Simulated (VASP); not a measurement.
# Zr (I4_1/amd) in VASP: relaxation of cell and atoms with PBE

Aim: the relaxation of cell and atoms of Zr with PBE.

All numbers are computed with VASP 6.6.1; they aren't measurements. Logs are shortened: lines on timing, memory, paths and dates and some standing lists are left out, and cuts for length are marked.

### 1 The cell of the first run

It takes space group I4_1/amd (No. 141, tetragonal). Conventional cell: a = 4.400 Å, b = 4.400 Å, c = 2.443 Å, α = 90.00°, β = 90.00°, γ = 90.00°. Zr (site symmetry -4m2) has 10 Zr at 2.28 to 2.86 Å within 3.0 Å.

### 2 Relaxation of cell and atoms, PBE, target pressure 200 GPa, at which the enthalpy is minimised

Contents of INCAR:

```
ALGO = Normal
EDIFF = 1E-6
EDIFFG = -0.005
ENCUT = 600
GGA = PE
IBRION = 2
ISIF = 3
ISMEAR = -1
LASPH = True
LCHARG = False
LREAL = False
LWAVE = False
NELM = 80
NSW = 32
PREC = Accurate
PSTRESS = 2000.0
SIGMA = 0.1
```

Contents of KPOINTS:

```
k-points
0
Gamma
  18 18 18
```

Contents of POSCAR:

```
Zr
1.0
   -2.1997732614      2.1997732614      1.2216369989
    2.1997732614     -2.1997732614      1.2216369989
    2.1997732614      2.1997732614     -1.2216369989
Zr
2
Direct
   -0.3750000000     -0.1250000000     -0.2500000000
    0.3750000000      0.1250000000      0.2500000000
```

Potentials or basis: VASP PAW PBE potentials, release 64 (Zr_sv).

Started as:

```
> cat potpaw_PBE.64/Zr_sv/POTCAR > POTCAR
> mpirun -np 1 vasp_std > vasp.out
```

OUTCAR:

```text
EDIFF = 1E-6
   EDIFFG = -0.005
   ENCUT = 600
   GGA = PE
   IBRION = 2
   ISIF = 3
   ISMEAR = -1
   LASPH = True
   LREAL = False
   NELM = 80
   NSW = 32
   PREC = Accurate
   PSTRESS = 2000.0

 ion  position               nearest neighbor table
   1  0.625  0.875  0.750-   2 2.28   2 2.28   2 2.28   2 2.28   2 2.86   2 2.86   2 2.86   2 2.86
                             2 3.76   2 3.76
   2  0.375  0.125  0.250-   1 2.28   1 2.28   1 2.28   1 2.28   1 2.86   1 2.86   1 2.86   1 2.86
                             1 3.76   1 3.76

  LATTYP: Found a body centered tetragonal cell.
 ALAT       =     4.3995465228
 C/A-ratio  =     0.5553467807

  Lattice vectors:

 A1 = (  -2.1997732614,   2.1997732614,   1.2216369989)
 A2 = (   2.1997732614,  -2.1997732614,   1.2216369989)
 A3 = (   2.1997732614,   2.1997732614,  -1.2216369989)

Analysis of symmetry for initial positions (statically):
=====================================================================
 Subroutine PRICEL returns:
 Original cell was already a primitive cell.

 Routine SETGRP: Setting up the symmetry group for a
 body centered tetragonal supercell.

 Subroutine GETGRP returns: Found 16 space group operations
 (whereof  4 operations were pure point group operations)
 out of a pool of 16 trial point group operations.

The static configuration has the point symmetry C_2h.
 The point group associated with its full space group is D_4h.

Analysis of symmetry for dynamics (positions and initial velocities):
=====================================================================
 Subroutine PRICEL returns:
 Original cell was already a primitive cell.

 Routine SETGRP: Setting up the symmetry group for a
 body centered tetragonal supercell.

 Subroutine GETGRP returns: Found 16 space group operations
 (whereof  4 operations were pure point group operations)
 out of a pool of 16 trial point group operations.

The dynamic configuration has the point symmetry C_2h.
 The point group associated with its full space group is D_4h.

 Subroutine INISYM returns: Found 16 space group operations
 (whereof  4 operations are pure point group operations),
 and found     1 'primitive' translations

----------------------------------------------------------------------------------------

                                     Primitive cell

  volume of cell :      23.6460

  direct lattice vectors                    reciprocal lattice vectors
    -2.199773261  2.199773261  1.221636999     0.000000000  0.227296153  0.409286883
     2.199773261 -2.199773261  1.221636999     0.227296153  0.000000000  0.409286883
     2.199773261  2.199773261 -1.221636999     0.227296153  0.227296153  0.000000000

  length of vectors
     3.342215098  3.342215098  3.342215098     0.468165883  0.468165883  0.321445302

  position of ions in fractional coordinates (direct lattice)
     0.625000000  0.875000000  0.750000000
     0.375000000  0.125000000  0.250000000

  ion indices of the primitive-cell ions
   primitive index   ion index
                 1           1
                 2           2

----------------------------------------------------------------------------------------

 KPOINTS: k-points

Automatic generation of k-mesh.
 Grid dimensions read from file:
 generate k-points for:   18   18   18

 Generating k-lattice:

  Cartesian coordinates                     Fractional coordinates (reciprocal lattice)
     0.000000000  0.012627564  0.022738160     0.055555556  0.000000000 -0.000000000
     0.012627564  0.000000000  0.022738160     0.000000000  0.055555556 -0.000000000
     0.012627564  0.012627564  0.000000000     0.000000000  0.000000000  0.055555556

  Length of vectors
     0.026009216  0.026009216  0.017858072

  Shift w.r.t. Gamma in fractional coordinates (k-lattice)
     0.000000000  0.000000000  0.000000000

 Subroutine IBZKPT returns following result:
 ===========================================

 Found    480 irreducible k-points:

 Following reciprocal coordinates:
            Coordinates               Weight
  0.000000  0.000000  0.000000      1.000000
  0.055556 -0.000000  0.000000      8.000000
  0.111111 -0.000000  0.000000      8.000000
  0.166667  0.000000 -0.000000      8.000000
  0.222222 -0.000000  0.000000      8.000000
  0.277778  0.000000 -0.000000      8.000000
[... 16 lines left out ...]
 -0.277778  0.055556 -0.000000     16.000000
 -0.222222  0.055556 -0.000000     16.000000
 [... further k-points ...]
   k-points           NKPTS =    480   k-points in BZ     NKDIM =    480   number of bands    NBANDS=     16
   number of dos      NEDOS =    301   number of ions     NIONS =      2
   total plane-waves  NPLWV =  21952
   dimension x,y,z NGX =    28 NGY =   28 NGZ =   28
   dimension x,y,z NGXF=    56 NGYF=   56 NGZF=   56
   ions per type =               2
   NGX,Y,Z   is equivalent  to a cutoff of  13.93, 13.93, 13.93 a.u.
   NGXF,Y,Z  is equivalent  to a cutoff of  27.86, 27.86, 27.86 a.u.
 SYSTEM =  unknown system
   PREC   = accura    normal or accurate (medium, high low for compatibility)
   ISTART =      0    job   : 0-new  1-cont  2-samecut
   ICHARG =      2    charge: 1-file 2-atom 10-const
   ISPIN  =      1    spin polarized calculation?
   LNONCOLLINEAR =      F non collinear calculations
   LSORBIT =      F    spin-orbit coupling
   LASPH  =      T    aspherical Exc in radial PAW
   ENCUT  =  600.0 eV  44.10 Ry    6.64 a.u.   6.68  6.68  6.68*2*pi/ulx,y,z
   NELM   =     80;   NELMIN=  2; NELMDL= -5     # of ELM steps
   EDIFF  = 0.1E-05   stopping-criterion for ELM
   LREAL  =      F    real-space projection
   EDIFFG = -.5E-02   stopping-criterion for IOM
   NSW    =     32    number of steps for IOM
   IBRION =      2    ionic relax: 0-MD 1-quasi-New 2-CG
   NFREE  =      1    steps in history (QN), initial steepest desc. (CG)
   ISIF   =      3    stress and relaxation
   ISYM   =      2    0-nonsym 1-usesym 2-fastsym
   POTIM  = 0.5000    time-step for ionic-motion
   TEBEG  =    0.0;   TEEND  =   0.0 temperature during run
   PSTRESS= 2000.0 pullay stress
   NELECT =      24.0000    total number of electrons
   NUPDOWN=      -1.0000    fix difference up-down
   EMIN   =  10.00;   EMAX   =-10.00  energy-range for DOS
   EFERMI =   0.00;   METHOD = LEGACY
   ISMEAR =    -1;   SIGMA  =   0.10  broadening in eV -4-tet -1-fermi 0-gaus
   EFERMI_NEDOS =   21; number of points for ismear=-14 and -15
   IALGO  =     38    algorithm
   IMIX   =      4    mixing-type and parameters
     AMIX     =   0.40;   BMIX     =  1.00
     AMIX_MAG =   1.60;   BMIX_MAG =  1.00
  volume/ion in A,a.u.               =      11.82        79.79
  Fermi-wavevector in a.u.,A,eV,Ry     =   1.645227  3.109029 36.827881  2.706773
  Thomas-Fermi vector in A             =   2.735060
   LORBIT       =      0    0 simple, 1 ext, 2 COOP (PROOUT), +10 PAW based schemes
   GGA     = PE    functional components
   LHFCALC =     F    Hartree Fock is set to
   AEXX    =    0.0000 exact exchange contribution
   IVDW    =     0    specifies the selected vdW correction
   LEPSILON=     F    determine dielectric tensor
   LRPA    =     F    only Hartree local field effects (RPA)
 conjugate gradient relaxation of ions
 non-spin polarized calculation
  energy-cutoff  :      600.00
  volume of cell :       23.65
 maximum number of plane-waves:       809
   NGX = 13   NGY = 13   NGZ = 13

--------------------------------------- Ionic step        1  -------------------------------------------

 number of electron      24.0000000 magnetization

 Free energy of the ion-electron system (eV)
  ---------------------------------------------------
  ext. energy  EPLUGINS =         0.00000000
  ---------------------------------------------------
  free energy    TOTEN  =        -7.77908201 eV

  energy without entropy =       -7.73633768  energy(sigma->0) =       -7.75770985

------------------------ aborting loop because EDIFF is reached ----------------------------------------

  FORCE on cell =-STRESS in cart. coord.  units (eV):
  Direction    XX          YY          ZZ          XY          YZ          ZX
  --------------------------------------------------------------------------------------
  -------------------------------------------------------------------------------------
  Total       29.8971416     29.8971416     29.7400762      0.0000000      0.0000000      0.0000000
  in kB     2025.7331959   2025.7331959   2015.0909530      0.0000000      0.0000000      0.0000000
  external PRESSURE =      22.1857816 kB  Pullay stress =    2000.0000000 kB
[... 93 lines left out ...]
  FREE ENERGIE OF THE ION-ELECTRON SYSTEM (eV)
  ---------------------------------------------------
  free  energy   TOTEN  =        -7.8762471321 eV

  energy  without entropy=       -7.8333955585  energy(sigma->0) =       -7.85482135

  enthalpy is  TOTEN    =        21.7377018418 eV   P V=       29.6139489739

[... ionic steps 4 to 12 ...]

--------------------------------------- Ionic step       13  -------------------------------------------

 number of electron      24.0000000 magnetization

------------------------ aborting loop because EDIFF is reached ----------------------------------------

  FORCE on cell =-STRESS in cart. coord.  units (eV):
  Direction    XX          YY          ZZ          XY          YZ          ZX
  --------------------------------------------------------------------------------------
  -------------------------------------------------------------------------------------
  Total       29.6012531     29.6012531     29.5976265      0.0000000      0.0000000     -0.0000000
  in kB     1999.2879472   1999.2879472   1999.0430020      0.0000000      0.0000000     -0.0000000
  external PRESSURE =      -0.7937012 kB  Pullay stress =    2000.0000000 kB
[... 61 lines left out ...]
  enthalpy is  TOTEN    =        21.7376627275 eV   P V=       29.6099938928

--------------------------------------- Ionic step       15  -------------------------------------------

 number of electron      24.0000000 magnetization

 Free energy of the ion-electron system (eV)
  ---------------------------------------------------
  ext. energy  EPLUGINS =         0.00000000
  ---------------------------------------------------
  free energy    TOTEN  =        -7.87169912 eV

  energy without entropy =       -7.82898039  energy(sigma->0) =       -7.85033975

 E-fermi :  18.5331     XC(G=0): -14.5408

 val. band max:       18.5254034982   @ k =  -0.4444   0.5000   0.3889
 cond. band min:      18.5377940168   @ k =  -0.4444   0.5000   0.3333
 fundamental gap:      0.0123905186
 Fermi energy:        18.5330545223

 k-point     1 :       0.0000    0.0000    0.0000
  band No.  band energies     occupation
      1     -31.3801      2.00000
      2     -28.2580      2.00000
      3     -10.6476      2.00000
      4     -10.6476      2.00000
      5      -5.5558      2.00000
      6      -5.4775      2.00000
[... 8 lines left out ...]
     15      22.4091      0.00000
     16      22.9363      0.00000
[... 420 lines left out ...]
  band No.  band energies     occupation
      1     -30.9582      2.00000
      2     -28.3533      2.00000
      3     -10.5943      2.00000
      4      -9.9046      2.00000
      5      -7.1987      2.00000
      6      -6.7040      2.00000
[... 8 lines left out ...]
     15      20.8644      0.00000
     16      24.9599      0.00000

 [... further k-points ...]

------------------------ aborting loop because EDIFF is reached ----------------------------------------

  FORCE on cell =-STRESS in cart. coord.  units (eV):
  Direction    XX          YY          ZZ          XY          YZ          ZX
  --------------------------------------------------------------------------------------
  -------------------------------------------------------------------------------------
  Total       29.6115599     29.6115599     29.6041149     -0.0000000     -0.0000000     -0.0000000
  in kB     2000.1484623   2000.1484623   1999.6455796     -0.0000000     -0.0000000     -0.0000000
  external PRESSURE =      -0.0191652 kB  Pullay stress =    2000.0000000 kB
[... 17 lines left out ...]
  FREE ENERGIE OF THE ION-ELECTRON SYSTEM (eV)
  ---------------------------------------------------
  free  energy   TOTEN  =        -7.8716991156 eV

  energy  without entropy=       -7.8289803865  energy(sigma->0) =       -7.85033975

  enthalpy is  TOTEN    =        21.7376628552 eV   P V=       29.6093619709

 reached required accuracy - stopping structural energy minimisation
```

Run time: 20 min. Hardware: 1 thread of AMD EPYC 7R43 (Zen 3), shared host; peak memory 0.28 GiB.

Results:

| Quantity | Value |
| --- | --- |
| Free energy | -7.8717 eV |
| Relaxed volume | 11.86 Å³/atom |
| Relaxed cell | a = 3.347 Å, b = 3.347 Å, c = 3.347 Å, α = 97.66°, β = 97.66°, γ = 137.18° |
| Space group after relaxing (to 0.1 Å) | I4_1/amd (No. 141) |
| Energy change on relaxing (the run minimises the enthalpy) | -46.3 meV/atom |
| Ionic steps | 15 |
| Pressure after relaxing | 200.0 GPa |
| Band gap on the k mesh | zero (bands 12 and 13 overlap by 3.50 eV) |

Step by step:
```
step  energy change (eV)  largest force (eV/Å)  pressure (GPa)  volume (Å³)
   1              0.0000                0.0000          202.22        23.65
   2             -0.6834                0.0000          185.92        24.21
   3             -0.0972                0.0000          199.91        23.72
   4             -0.0952                0.0000          199.96        23.72
   5             -0.0885                0.0000          200.10        23.72
   6             -0.0915                0.0000          200.06        23.72
   7             -0.0918                0.0000          200.05        23.72
   8             -0.0935                0.0000          200.01        23.72
   9             -0.0922                0.0000          200.03        23.72
  10             -0.0919                0.0000          200.04        23.72
  11             -0.0919                0.0000          200.04        23.72
  12             -0.1022                0.0000          199.87        23.73
  13             -0.0951                0.0000          199.92        23.72
  14             -0.0932                0.0000          199.95        23.72
  15             -0.0926                0.0000          200.00        23.72
```

Final structure:
```
Zr
1.0
    -2.20321    2.20321    1.22162
     2.20321   -2.20321    1.22162
     2.20321    2.20321   -1.22162
Zr
2
Cartesian
  2.2032 1.1016 0.9162
  0.0000 1.1016 0.3054
```

Caveat: the cell is relaxed towards a set pressure, so the run minimises the enthalpy, not the energy.
